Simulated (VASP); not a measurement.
# CoW3 (P4/mmm) in VASP: single point with PBEsol

Aim: the single point of CoW3 with PBEsol.

Everything below comes from runs of VASP 6.6.1. Logs are shortened: lines on timing, memory, paths and dates and some standing lists are left out, and cuts for length are marked.

### Step 1. The cell of the first run

It takes space group P4/mmm (No. 123, tetragonal). The conventional cell has a = 3.911 Å, b = 3.911 Å, c = 3.755 Å, α = 90.00°, β = 90.00°, γ = 90.00°. Within 3.6 Å of Co (site symmetry 4/mmm) lie 12 W at 2.71 to 2.77 Å. Within 3.6 Å of W (site symmetry mmm) lie 4 Co at 2.71 Å and 8 W at 2.71 to 2.77 Å. W (site symmetry 4/mmm) has 8 W at 2.71 Å and 4 Co at 2.77 Å within 3.6 Å.

### Step 2. Single point, PBEsol

Contents of INCAR:

```
ALGO = Fast
EDIFF = 1E-7
ENCUT = 520
GGA = PS
ISIF = 2
ISMEAR = 0
LASPH = True
LCHARG = False
LREAL = False
LWAVE = False
NBANDS = 34
NELM = 80
PREC = Accurate
SIGMA = 0.15
```

Contents of KPOINTS:

```
k-points
0
Gamma
  14 14 14
```

Contents of POSCAR:

```
CoW3
1.0
    3.9111042244      0.0000000000      0.0000000000
    0.0000000000      3.9111042244      0.0000000000
    0.0000000000      0.0000000000      3.7546600555
Co W
1 3
Direct
    0.0000000000      0.0000000000      0.0000000000
    0.0000000000      0.5000000000      0.5000000000
    0.5000000000      0.0000000000      0.5000000000
    0.5000000000      0.5000000000      0.0000000000
```

Potentials or basis: VASP PAW PBE potentials, release 64 (Co, W_sv).

Command:

```
cat potpaw_PBE.64/Co/POTCAR potpaw_PBE.64/W_sv/POTCAR > POTCAR
mpirun -np 1 vasp_std > vasp.out
```

OUTCAR:

```text
EDIFF = 1E-7
   ENCUT = 520
   GGA = PS
   ISIF = 2
   ISMEAR = 0
   LASPH = True
   LREAL = False
   NELM = 80
   PREC = Accurate

 ion  position               nearest neighbor table
   1  0.000  0.000  0.000-   2 2.71   3 2.71   2 2.71   3 2.71   2 2.71   2 2.71   3 2.71   3 2.71
                             4 2.77   4 2.77   4 2.77   4 2.77
   2  0.000  0.500  0.500-   1 2.71   4 2.71   1 2.71   4 2.71   1 2.71   1 2.71   4 2.71   4 2.71
                             3 2.77   3 2.77   3 2.77   3 2.77
   3  0.500  0.000  0.500-   1 2.71   4 2.71   1 2.71   4 2.71   4 2.71   4 2.71   1 2.71   1 2.71
                             2 2.77   2 2.77   2 2.77   2 2.77
   4  0.500  0.500  0.000-   2 2.71   3 2.71   2 2.71   3 2.71   3 2.71   3 2.71   2 2.71   2 2.71
                             1 2.77   1 2.77   1 2.77   1 2.77

  LATTYP: Found a simple tetragonal cell.
 ALAT       =     3.9111042244
 C/A-ratio  =     0.9600000000

  Lattice vectors:

 A1 = (   3.9111042244,   0.0000000000,   0.0000000000)
 A2 = (   0.0000000000,   3.9111042244,   0.0000000000)
 A3 = (   0.0000000000,   0.0000000000,   3.7546600555)

Analysis of symmetry for initial positions (statically):
=====================================================================
 Subroutine PRICEL returns:
 Original cell was already a primitive cell.

 Routine SETGRP: Setting up the symmetry group for a
 simple tetragonal supercell.

 Subroutine GETGRP returns: Found 16 space group operations
 (whereof 16 operations were pure point group operations)
 out of a pool of 16 trial point group operations.

The static configuration has the point symmetry D_4h.

Analysis of symmetry for dynamics (positions and initial velocities):
=====================================================================
 Subroutine PRICEL returns:
 Original cell was already a primitive cell.

 Routine SETGRP: Setting up the symmetry group for a
 simple tetragonal supercell.

 Subroutine GETGRP returns: Found 16 space group operations
 (whereof 16 operations were pure point group operations)
 out of a pool of 16 trial point group operations.

The dynamic configuration has the point symmetry D_4h.

 Subroutine INISYM returns: Found 16 space group operations
 (whereof 16 operations are pure point group operations),
 and found     1 'primitive' translations

----------------------------------------------------------------------------------------

                                     Primitive cell

  volume of cell :      57.4340

  direct lattice vectors                    reciprocal lattice vectors
     3.911104224  0.000000000  0.000000000     0.255682268  0.000000000  0.000000000
     0.000000000  3.911104224  0.000000000     0.000000000  0.255682268  0.000000000
     0.000000000  0.000000000  3.754660056     0.000000000  0.000000000  0.266335696

  length of vectors
     3.911104224  3.911104224  3.754660056     0.255682268  0.255682268  0.266335696

  position of ions in fractional coordinates (direct lattice)
     0.000000000  0.000000000  0.000000000
     0.000000000  0.500000000  0.500000000
     0.500000000  0.000000000  0.500000000
     0.500000000  0.500000000  0.000000000

  ion indices of the primitive-cell ions
   primitive index   ion index
                 1           1
                 2           2
                 3           3
                 4           4

----------------------------------------------------------------------------------------

 KPOINTS: k-points

Automatic generation of k-mesh.
 Grid dimensions read from file:
 generate k-points for:   14   14   14

 Generating k-lattice:

  Cartesian coordinates                     Fractional coordinates (reciprocal lattice)
     0.018263019  0.000000000  0.000000000     0.071428571  0.000000000  0.000000000
     0.000000000  0.018263019  0.000000000     0.000000000  0.071428571  0.000000000
     0.000000000  0.000000000  0.019023978     0.000000000  0.000000000  0.071428571

  Length of vectors
     0.018263019  0.018263019  0.019023978

  Shift w.r.t. Gamma in fractional coordinates (k-lattice)
     0.000000000  0.000000000  0.000000000

 Subroutine IBZKPT returns following result:
 ===========================================

 Found    288 irreducible k-points:

 Following reciprocal coordinates:
            Coordinates               Weight
  0.000000  0.000000  0.000000      1.000000
  0.071429  0.000000  0.000000      4.000000
  0.142857  0.000000  0.000000      4.000000
  0.214286  0.000000  0.000000      4.000000
  0.285714  0.000000  0.000000      4.000000
  0.357143  0.000000  0.000000      4.000000
[... 16 lines left out ...]
  0.285714  0.214286  0.000000      8.000000
  0.357143  0.214286  0.000000      8.000000
 [... further k-points ...]
   k-points           NKPTS =    288   k-points in BZ     NKDIM =    288   number of bands    NBANDS=     34
   number of dos      NEDOS =    301   number of ions     NIONS =      4
   total plane-waves  NPLWV =  25200
   dimension x,y,z NGX =    30 NGY =   30 NGZ =   28
   dimension x,y,z NGXF=    60 NGYF=   60 NGZF=   56
   ions per type =               1   3
   NGX,Y,Z   is equivalent  to a cutoff of  12.75, 12.75, 12.40 a.u.
   NGXF,Y,Z  is equivalent  to a cutoff of  25.50, 25.50, 24.80 a.u.
 SYSTEM =  unknown system
   PREC   = accura    normal or accurate (medium, high low for compatibility)
   ISTART =      0    job   : 0-new  1-cont  2-samecut
   ICHARG =      2    charge: 1-file 2-atom 10-const
   ISPIN  =      1    spin polarized calculation?
   LNONCOLLINEAR =      F non collinear calculations
   LSORBIT =      F    spin-orbit coupling
   LASPH  =      T    aspherical Exc in radial PAW
   ENCUT  =  520.0 eV  38.22 Ry    6.18 a.u.   7.27  7.27  6.98*2*pi/ulx,y,z
   NELM   =     80;   NELMIN=  2; NELMDL= -5     # of ELM steps
   EDIFF  = 0.1E-06   stopping-criterion for ELM
   LREAL  =      F    real-space projection
   EDIFFG = 0.1E-05   stopping-criterion for IOM
   NSW    =      0    number of steps for IOM
   IBRION =     -1    ionic relax: 0-MD 1-quasi-New 2-CG
   NFREE  =      0    steps in history (QN), initial steepest desc. (CG)
   ISIF   =      2    stress and relaxation
   ISYM   =      2    0-nonsym 1-usesym 2-fastsym
   POTIM  = 0.5000    time-step for ionic-motion
   TEBEG  =    0.0;   TEEND  =   0.0 temperature during run
   PSTRESS=    0.0 pullay stress
   NELECT =      51.0000    total number of electrons
   NUPDOWN=      -1.0000    fix difference up-down
   EMIN   =  10.00;   EMAX   =-10.00  energy-range for DOS
   EFERMI =   0.00;   METHOD = LEGACY
   ISMEAR =     0;   SIGMA  =   0.15  broadening in eV -4-tet -1-fermi 0-gaus
   EFERMI_NEDOS =   21; number of points for ismear=-14 and -15
   IALGO  =     68    algorithm
   IMIX   =      4    mixing-type and parameters
     AMIX     =   0.40;   BMIX     =  1.00
     AMIX_MAG =   1.60;   BMIX_MAG =  1.00
  volume/ion in A,a.u.               =      14.36        96.90
  Fermi-wavevector in a.u.,A,eV,Ry     =   1.573530  2.973541 33.687989  2.475997
  Thomas-Fermi vector in A             =   2.674801
   LORBIT       =      0    0 simple, 1 ext, 2 COOP (PROOUT), +10 PAW based schemes
   GGA     = PS    functional components
   LHFCALC =     F    Hartree Fock is set to
   AEXX    =    0.0000 exact exchange contribution
   IVDW    =     0    specifies the selected vdW correction
   LEPSILON=     F    determine dielectric tensor
   LRPA    =     F    only Hartree local field effects (RPA)
 non-spin polarized calculation
 RMM-DIIS sequential band-by-band and
 Gauss-broadening in eV      SIGMA  =   0.15
  energy-cutoff  :      520.00
  volume of cell :       57.43
 maximum number of plane-waves:      1570
 NGX is ok and might be reduce to    30
   NGX = 15   NGY = 15   NGZ = 13

 number of electron      51.0000008 magnetization

 Free energy of the ion-electron system (eV)
  ---------------------------------------------------
  ext. energy  EPLUGINS =         0.00000000
  ---------------------------------------------------
  free energy    TOTEN  =       -48.15160943 eV

  energy without entropy =      -48.10144537  energy(sigma->0) =      -48.12652740

 E-fermi :  10.8195     XC(G=0): -13.8113

 val. band max:       10.8170718308   @ k =   0.4286   0.0714   0.1429
 cond. band min:      10.8199015992   @ k =   0.1429   0.0714   0.1429
 fundamental gap:      0.0028297683
 Fermi energy:        10.8195346109

 k-point     1 :       0.0000    0.0000    0.0000
  band No.  band energies     occupation
      1     -62.7881      2.00000
      2     -62.6292      2.00000
      3     -62.5594      2.00000
      4     -27.5454      2.00000
      5     -27.5454      2.00000
      6     -27.5290      2.00000
[... 26 lines left out ...]
     33      16.7787      0.00000
     34      17.3193      0.00000

 k-point     2 :       0.0714    0.0000    0.0000
  band No.  band energies     occupation
      1     -62.7861      2.00000
      2     -62.6306      2.00000
      3     -62.5602      2.00000
      4     -27.5384      2.00000
      5     -27.5329      2.00000
      6     -27.5212      2.00000
[... 26 lines left out ...]
     33      16.6249      0.00000
     34      17.3435      0.00000

 k-point     3 :       0.1429    0.0000    0.0000
  band No.  band energies     occupation
      1     -62.7801      2.00000
      2     -62.6347      2.00000
      3     -62.5620      2.00000
      4     -27.5180      2.00000
      5     -27.4984      2.00000
      6     -27.4956      2.00000
[... 26 lines left out ...]
     33      16.2025      0.00000
     34      17.4666      0.00000
[... 704 lines left out ...]
 k-point    23 :       0.2857    0.2143    0.0000
  band No.  band energies     occupation
      1     -62.7433      2.00000
      2     -62.6568      2.00000
      3     -62.5765      2.00000
      4     -27.4880      2.00000
      5     -27.3461      2.00000
      6     -27.2026      2.00000
[... 26 lines left out ...]
     33      15.1754      0.00000
     34      16.0429      0.00000

 k-point    24 :       0.3571    0.2143    0.0000
  band No.  band energies     occupation
      1     -62.7303      2.00000
      2     -62.6660      2.00000
      3     -62.5801      2.00000
      4     -27.4542      2.00000
      5     -27.2962      2.00000
      6     -27.1652      2.00000
[... 26 lines left out ...]
     33      14.9733      0.00000
     34      15.8755      0.00000

 [... further k-points ...]

------------------------ aborting loop because EDIFF is reached ----------------------------------------

  FORCE on cell =-STRESS in cart. coord.  units (eV):
  Direction    XX          YY          ZZ          XY          YZ          ZX
  --------------------------------------------------------------------------------------
  -------------------------------------------------------------------------------------
  Total        0.1415027      0.1415027      0.4830021      0.0000000      0.0000000      0.0000000
  in kB        3.9473522      3.9473522     13.4738040      0.0000000      0.0000000      0.0000000
  external PRESSURE =       7.1228361 kB  Pullay stress =       0.0000000 kB

 VOLUME and BASIS-vectors are now :
 -----------------------------------------------------------------------------
  energy-cutoff  :      520.00
  volume of cell :       57.43
      direct lattice vectors                 reciprocal lattice vectors
     3.911104224  0.000000000  0.000000000     0.255682268  0.000000000  0.000000000
     0.000000000  3.911104224  0.000000000     0.000000000  0.255682268  0.000000000
     0.000000000  0.000000000  3.754660056     0.000000000  0.000000000  0.266335696

 POSITION                                       TOTAL-FORCE (eV/Angst)
 -----------------------------------------------------------------------------------
      0.00000      0.00000      0.00000         0.000000      0.000000      0.000000
      0.00000      1.95555      1.87733         0.000000      0.000000      0.000000
      1.95555      0.00000      1.87733         0.000000      0.000000      0.000000
      1.95555      1.95555      0.00000         0.000000      0.000000      0.000000
 -----------------------------------------------------------------------------------
    total drift:                                0.000000      0.000000     -0.000000

  FREE ENERGIE OF THE ION-ELECTRON SYSTEM (eV)
  ---------------------------------------------------
  free  energy   TOTEN  =       -48.1516094281 eV

  energy  without entropy=      -48.1014453711  energy(sigma->0) =      -48.12652740
```

Run time: 11 min. Hardware: 1 thread of Intel Xeon Platinum 8259CL at 2.50GHz (Skylake/Cascade Lake), shared host; peak memory 0.53 GiB.

What came out:

```
Free energy            : -48.1516 eV
Pressure               : 0.7 GPa
Band gap on the k mesh : zero (an odd number of electrons rules out a gap without spin polarisation)
```

Stress tensor (GPa, compression positive):
```
0.39 0.00 0.00
0.00 0.39 0.00
0.00 0.00 1.35
```

Levels at points of the mesh, in eV from the Fermi level:
| k point | band 23 | band 24 | band 25 | band 26 | band 27 | band 28 |
| --- | --- | --- | --- | --- | --- | --- |
| (0.00, 0.00, 0.00) | 0.27 | 0.53 | 2.90 | 2.90 | 2.95 | 3.03 |
| (0.50, 0.00, 0.00) | -1.12 | -0.15 | 0.30 | 0.31 | 0.53 | 1.04 |
| (0.50, 0.50, 0.00) | -1.92 | -1.88 | -1.00 | 0.55 | 0.55 | 0.88 |
| (0.00, 0.00, 0.50) | -0.94 | 0.14 | 0.14 | 0.45 | 0.91 | 0.95 |
| (0.50, 0.00, 0.50) | -2.07 | -1.84 | -0.95 | 0.60 | 0.61 | 1.09 |
| (0.50, 0.50, 0.50) | -0.61 | -0.61 | 0.50 | 0.54 | 0.54 | 1.28 |

Caveat: the PAW data sets were made with another functional, which shifts forces and pressure a little; spin-orbit coupling is left out, which moves the levels of the heavy elements; the run has no spin polarisation, though such a crystal can be magnetic. Spin polarisation is off, so any magnetic state and its effect on volume and gap are missing.
